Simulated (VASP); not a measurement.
# CuO (P1) in VASP: notebook

Aim: see how the results for CuO move with the level of theory and the settings. Levels: LDA+U, r2SCAN+U. Tasks: single point.

All numbers are computed with VASP 6.6.1; they aren't measurements. Logs are shortened: lines on timing, memory, paths and dates and some standing lists are left out, and cuts for length are marked.

### Step 1. The cell of the first run

The typed cell holds 8 atoms: a = 2.900 Å, b = 5.544 Å, c = 5.643 Å, α = 113.11°, β = 101.64°, γ = 92.01°.

### Step 2. Single point, LDA+U

INCAR

```
PREC = Accurate ; ENCUT = 520
EDIFF = 1E-7 ; ISMEAR = -1
SIGMA = 0.05 ; LREAL = F
LASPH = T ; NELM = 150
ALGO = Normal ; ISIF = 2
LWAVE = F ; LCHARG = T
LMAXMIX = 4 ; LDAU = T
LDAUTYPE = 2 ; LDAUL = 2 -1
LDAUU = 4.5 0 ; LDAUJ = 0 0
LDAUPRINT = 1 ; LELF = T
LVHAR = T ; NBANDS = 44
```

KPOINTS

```
Automatic mesh
0
Gamma
  9 5 5
```

POSCAR

```
CuO
1.0
    2.3418500000     -1.7113000000      0.0000000000
   -1.4918200000     -1.7113000000     -5.0578700000
    2.3418500000      5.1339000000      0.0000000000
Cu O
4 4
Direct
    0.3213271600      0.9565765600      0.2905417800
    0.6786728400      0.0434234400      0.7094582200
    0.3225567000      0.5218645100      0.6836463300
    0.6774433000      0.4781354900      0.3163536700
    0.4176716400      0.7073204800      0.0098998500
    0.4139283600      0.7926795200      0.6585001500
    0.2249395900      0.3481680500      0.0734239800
    0.9434604100      0.1518319500      0.2581760200
```

Potentials or basis: VASP PAW LDA potentials, release 64 (Cu, O).

Run with:

```console
> cat potpaw_LDA.64/Cu/POTCAR potpaw_LDA.64/O/POTCAR > POTCAR
> mpirun -np 1 vasp_std > vasp.out
```

OUTCAR:

```text
PREC = Accurate
   ENCUT = 520
   EDIFF = 1E-7
   ISMEAR = -1
   LREAL = F
   LASPH = T
   NELM = 150
   ISIF = 2

 ion  position               nearest neighbor table
   1  0.321  0.957  0.291-   8 1.60   5 1.73   8 2.15   2 2.23
   2  0.679  0.043  0.709-   6 1.46   1 2.23   7 2.31
   3  0.323  0.522  0.684-   6 1.58   5 1.68   4 2.42   4 2.43
   4  0.677  0.478  0.316-   7 1.60   8 1.93   7 2.26   6 2.32   3 2.42   3 2.43
   5  0.418  0.707  0.010-   3 1.68   1 1.73
   6  0.414  0.793  0.659-   2 1.46   3 1.58   4 2.32
   7  0.225  0.348  0.073-   4 1.60   4 2.26   2 2.31
   8  0.943  0.152  0.258-   1 1.60   4 1.93   1 2.15

  LATTYP: Found a triclinic cell.
 ALAT       =     5.8009685786
 B/A-ratio  =     1.6360783372
 C/A-ratio  =     2.0759489700
 COS(alpha) =     0.0013450221
 COS(beta)  =     0.5225206785
 COS(gamma) =     0.8445132113

  Lattice vectors:

 A1 = (  -4.6837000000,  -3.4226000000,   0.0000000000)
 A2 = (  -6.1755200000,  -5.1339000000,  -5.0578700000)
 A3 = (  -4.0419100000,  -5.1339000000,  10.1157400000)

Analysis of symmetry for initial positions (statically):
=====================================================================
 Subroutine PRICEL returns:
 Original cell was already a primitive cell.

 Routine SETGRP: Setting up the symmetry group for a
 triclinic supercell.

 Subroutine GETGRP returns: Found  1 space group operations
 (whereof  1 operations were pure point group operations)
 out of a pool of  2 trial point group operations.

The static configuration has the point symmetry C_1 .

Analysis of symmetry for dynamics (positions and initial velocities):
=====================================================================
 Subroutine PRICEL returns:
 Original cell was already a primitive cell.

 Routine SETGRP: Setting up the symmetry group for a
 triclinic supercell.

 Subroutine GETGRP returns: Found  1 space group operations
 (whereof  1 operations were pure point group operations)
 out of a pool of  2 trial point group operations.

The dynamic configuration has the point symmetry C_1 .

 Subroutine INISYM returns: Found  1 space group operations
 (whereof  1 operations are pure point group operations),
 and found     1 'primitive' translations

----------------------------------------------------------------------------------------

                                     Primitive cell

  volume of cell :      81.0798

  direct lattice vectors                    reciprocal lattice vectors
     2.341850000 -1.711300000  0.000000000     0.320259624 -0.146087770 -0.045032734
    -1.491820000 -1.711300000 -5.057870000     0.000000000  0.000000000 -0.197711685
     2.341850000  5.133900000  0.000000000     0.106753208  0.146087770 -0.080914806

  length of vectors
     2.900484289  5.544016914  5.642799893     0.354874358  0.197711685  0.198204666

  position of ions in fractional coordinates (direct lattice)
     0.321327160  0.956576560  0.290541780
     0.678672840  0.043423440  0.709458220
     0.322556700  0.521864510  0.683646330
     0.677443300  0.478135490  0.316353670
     0.417671640  0.707320480  0.009899850
     0.413928360  0.792679520  0.658500150
     0.224939590  0.348168050  0.073423980
     0.943460410  0.151831950  0.258176020

  ion indices of the primitive-cell ions
   primitive index   ion index
                 1           1
                 2           2
[... 40 lines left out ...]
  0.000000  0.200000  0.000000      2.000000
[... 16 lines left out ...]
 -0.111111  0.400000  0.000000      2.000000
 -0.000000  0.000000  0.200000      2.000000
 [... further k-points ...]
   k-points           NKPTS =    113   k-points in BZ     NKDIM =    113   number of bands    NBANDS=     44
   number of dos      NEDOS =    301   number of ions     NIONS =      8
   total plane-waves  NPLWV =  42336
   dimension x,y,z NGX =    24 NGY =   42 NGZ =   42
   dimension x,y,z NGXF=    48 NGYF=   84 NGZF=   84
   ions per type =               4   4
   NGX,Y,Z   is equivalent  to a cutoff of  13.76, 12.59, 12.37 a.u.
   NGXF,Y,Z  is equivalent  to a cutoff of  27.51, 25.19, 24.75 a.u.
 SYSTEM =  unknown system
   PREC   = accura    normal or accurate (medium, high low for compatibility)
   ISTART =      0    job   : 0-new  1-cont  2-samecut
   ICHARG =      2    charge: 1-file 2-atom 10-const
   ISPIN  =      1    spin polarized calculation?
   LNONCOLLINEAR =      F non collinear calculations
   LSORBIT =      F    spin-orbit coupling
   LASPH  =      T    aspherical Exc in radial PAW
   ENCUT  =  520.0 eV  38.22 Ry    6.18 a.u.   5.39 10.31 10.49*2*pi/ulx,y,z
   NELM   =    150;   NELMIN=  2; NELMDL= -5     # of ELM steps
   EDIFF  = 0.1E-06   stopping-criterion for ELM
   LREAL  =      F    real-space projection
   EDIFFG = 0.1E-05   stopping-criterion for IOM
   NSW    =      0    number of steps for IOM
   IBRION =     -1    ionic relax: 0-MD 1-quasi-New 2-CG
   NFREE  =      0    steps in history (QN), initial steepest desc. (CG)
   ISIF   =      2    stress and relaxation
   ISYM   =      2    0-nonsym 1-usesym 2-fastsym
   POTIM  = 0.5000    time-step for ionic-motion
   TEBEG  =    0.0;   TEEND  =   0.0 temperature during run
   PSTRESS=    0.0 pullay stress
   NELECT =      68.0000    total number of electrons
   NUPDOWN=      -1.0000    fix difference up-down
   EMIN   =  10.00;   EMAX   =-10.00  energy-range for DOS
   EFERMI =   0.00;   METHOD = LEGACY
   ISMEAR =    -1;   SIGMA  =   0.05  broadening in eV -4-tet -1-fermi 0-gaus
   EFERMI_NEDOS =   21; number of points for ismear=-14 and -15
   IALGO  =     38    algorithm
   IMIX   =      4    mixing-type and parameters
     AMIX     =   0.40;   BMIX     =  1.00
     AMIX_MAG =   1.60;   BMIX_MAG =  1.00
  volume/ion in A,a.u.               =      10.13        68.39
  Fermi-wavevector in a.u.,A,eV,Ry     =   1.543856  2.917465 32.429376  2.383492
  Thomas-Fermi vector in A             =   2.649460
   LORBIT       =      0    0 simple, 1 ext, 2 COOP (PROOUT), +10 PAW based schemes
 LDA+U is selected, type is set to LDAUTYPE =  2
   angular momentum for each species LDAUL =     2   -1
   U (eV)           for each species LDAUU =   4.5  0.0
   J (eV)           for each species LDAUJ =   0.0  0.0
   GGA     = CA    functional components
   LHFCALC =     F    Hartree Fock is set to
   AEXX    =    0.0000 exact exchange contribution
   IVDW    =     0    specifies the selected vdW correction
   LEPSILON=     F    determine dielectric tensor
   LRPA    =     F    only Hartree local field effects (RPA)
 non-spin polarized calculation
  energy-cutoff  :      520.00
  volume of cell :       81.08
 maximum number of plane-waves:      2213
 NGX is ok and might be reduce to    24
   NGX = 11   NGY = 21   NGZ = 21

atom =   1  type =  1  l = 2

 onsite density matrix

spin component  1
[... 116 lines left out ...]
  o =  0.8756  v = -0.1624  0.0451  0.3891  0.7981 -0.4281  0.0000  0.0000  0.0000  0.0000  0.0000      0.0000  0.0000  0.0000  0.0000  0.0000  0.0000  0.0000  0.0000  0.0000  0.0000
  o =  0.8756  v =  0.0000  0.0000  0.0000  0.0000  0.0000 -0.1624  0.0451  0.3891  0.7981 -0.4281      0.0000  0.0000  0.0000  0.0000  0.0000  0.0000  0.0000  0.0000  0.0000  0.0000
  o =  0.9344  v =  0.5699 -0.0041 -0.6563  0.1916 -0.4559  0.0000  0.0000  0.0000  0.0000  0.0000      0.0000  0.0000  0.0000  0.0000  0.0000  0.0000  0.0000  0.0000  0.0000  0.0000
  o =  0.9344  v =  0.0000  0.0000  0.0000  0.0000  0.0000  0.5699 -0.0041 -0.6563  0.1916 -0.4559      0.0000  0.0000  0.0000  0.0000  0.0000  0.0000  0.0000  0.0000  0.0000  0.0000
  o =  0.9484  v =  0.0000  0.0000  0.0000  0.0000  0.0000  0.4196 -0.4697  0.0474  0.4336  0.6427      0.0000  0.0000  0.0000  0.0000  0.0000  0.0000  0.0000  0.0000  0.0000  0.0000
  o =  0.9484  v =  0.4196 -0.4697  0.0474  0.4336  0.6427  0.0000  0.0000  0.0000  0.0000  0.0000      0.0000  0.0000  0.0000  0.0000  0.0000  0.0000  0.0000  0.0000  0.0000  0.0000
  o =  0.9703  v =  0.5445  0.7442  0.3477 -0.0098  0.1694  0.0000  0.0000  0.0000  0.0000  0.0000      0.0000  0.0000  0.0000  0.0000  0.0000  0.0000  0.0000  0.0000  0.0000  0.0000
  o =  0.9703  v =  0.0000  0.0000  0.0000  0.0000  0.0000  0.5445  0.7442  0.3477 -0.0098  0.1694      0.0000  0.0000  0.0000  0.0000  0.0000  0.0000  0.0000  0.0000  0.0000  0.0000
  o =  0.9785  v =  0.0000  0.0000  0.0000  0.0000  0.0000 -0.4199  0.4727 -0.5430  0.3718  0.4088      0.0000  0.0000  0.0000  0.0000  0.0000  0.0000  0.0000  0.0000  0.0000  0.0000
  o =  0.9785  v = -0.4199  0.4727 -0.5430  0.3718  0.4088  0.0000  0.0000  0.0000  0.0000  0.0000      0.0000  0.0000  0.0000  0.0000  0.0000  0.0000  0.0000  0.0000  0.0000  0.0000

 number of electron      68.0000012 magnetization

 Free energy of the ion-electron system (eV)
  ---------------------------------------------------
  ext. energy  EPLUGINS =         0.00000000
  ---------------------------------------------------
  free energy    TOTEN  =       -30.24102026 eV

  energy without entropy =      -30.20457067  energy(sigma->0) =      -30.22279546

 E-fermi :   4.8712     XC(G=0): -12.3141

 val. band max:        4.8677912265   @ k =  -0.0000   0.4000   0.2000
 cond. band min:       4.8732799682   @ k =  -0.1111   0.4000   0.0000
 fundamental gap:      0.0054887417
 Fermi energy:         4.8712385117

 k-point     1 :       0.0000    0.0000    0.0000
  band No.  band energies     occupation
      1     -15.3800      2.00000
      2     -14.6893      2.00000
      3     -13.1551      2.00000
      4     -12.7069      2.00000
      5      -4.1024      2.00000
      6      -2.9869      2.00000
[... 1117 lines left out ...]
     43      15.5280      0.00000
     44      17.4431      0.00000

 [... further k-points ...]

------------------------ aborting loop because EDIFF is reached ----------------------------------------

  FORCE on cell =-STRESS in cart. coord.  units (eV):
  Direction    XX          YY          ZZ          XY          YZ          ZX
  --------------------------------------------------------------------------------------
  -------------------------------------------------------------------------------------
  Total       14.2616724     10.0173147     26.4632004      0.2270759      9.3038980     -0.7806248
  in kB      281.8176303    197.9470445    522.9258008      4.4871310    183.8495814    -15.4255282
  external PRESSURE =     334.2301585 kB  Pullay stress =       0.0000000 kB

 VOLUME and BASIS-vectors are now :
 -----------------------------------------------------------------------------
  energy-cutoff  :      520.00
  volume of cell :       81.08
      direct lattice vectors                 reciprocal lattice vectors
     2.341850000 -1.711300000  0.000000000     0.320259624 -0.146087770 -0.045032734
    -1.491820000 -1.711300000 -5.057870000     0.000000000  0.000000000 -0.197711685
     2.341850000  5.133900000  0.000000000     0.106753208  0.146087770 -0.080914806

 POSITION                                       TOTAL-FORCE (eV/Angst)
 -----------------------------------------------------------------------------------
      0.00587     -0.69526     -4.83824         2.806438     -0.823590      2.243544
      3.18601      2.40656     -0.21963         4.569996     -4.419449    -12.018224
      1.57785      2.06471     -2.63952         0.290327      1.910779      6.541661
      1.61403     -0.35341     -2.41835         4.372711     -0.103089     -2.282377
     -0.05389     -1.87437     -3.57754         1.664155      1.897328      1.003115
      1.32893      1.31581     -4.00927        -4.897498      1.166053      5.891696
      0.17932     -0.60381     -1.76099        -5.808288     -1.318670      1.999135
      2.58755     -0.54892     -0.76795        -2.997841      1.690639     -3.378550
 -----------------------------------------------------------------------------------
    total drift:                                0.000123      0.000031      0.000402

  FREE ENERGIE OF THE ION-ELECTRON SYSTEM (eV)
  ---------------------------------------------------
  free  energy   TOTEN  =       -30.2410202575 eV

  energy  without entropy=      -30.2045706652  energy(sigma->0) =      -30.22279546
```

Run time: 7.6 min. Hardware: 1 thread of Intel Xeon Platinum 8488C (Sapphire Rapids), shared host; peak memory 0.38 GiB.

What came out:

```yaml
Free_energy: -30.2410 eV
Pressure: 33.4 GPa
Largest_force: 13.596 eV/Å
Band_gap_on_the_k_mesh: zero (bands 34 and 35 overlap by 0.27 eV)
```

Forces on the atoms (eV/Å):
```
Cu    2.806  -0.824   2.244
Cu    4.570  -4.419 -12.018
Cu    0.290   1.911   6.542
Cu    4.373  -0.103  -2.282
O     1.664   1.897   1.003
O    -4.897   1.166   5.892
O    -5.808  -1.319   1.999
O    -2.998   1.691  -3.379
```

Stress tensor (GPa, compression positive):
```
28.18  0.45 -1.54
 0.45 19.79 18.38
-1.54 18.38 52.29
```

Levels at points of the mesh, in eV from the Fermi level:
```
           k point  band 31  band 32  band 33  band 34  band 35  band 36  band 37  band 38
(0.00, 0.00, 0.00)    -0.72    -0.47    -0.27     0.07     0.21     0.49     0.69     4.46
```

Eigenvalues of the final occupation matrices:
```tsv
site	spin	trace	eigenvalues
site 1 d	1	4.69	0.89 0.94 0.95 0.95 0.96
site 1 d	2	4.69	0.89 0.94 0.95 0.95 0.96
site 2 d	1	4.76	0.91 0.95 0.96 0.97 0.98
site 2 d	2	4.76	0.91 0.95 0.96 0.97 0.98
site 3 d	1	4.71	0.85 0.95 0.96 0.97 0.99
site 3 d	2	4.71	0.85 0.95 0.96 0.97 0.99
site 4 d	1	4.71	0.88 0.93 0.95 0.97 0.98
site 4 d	2	4.71	0.88 0.93 0.95 0.97 0.98
```

Caveat: the stress differs along the axes, from 20 to 52 GPa; semilocal functionals underestimate gaps, and a narrow one can read as zero; U without spin polarisation on a metal has little footing; forces of over 1 eV/Å act on the atoms, so gaps and moduli don't describe the material at rest.

(Continued in part 2 of 2.)
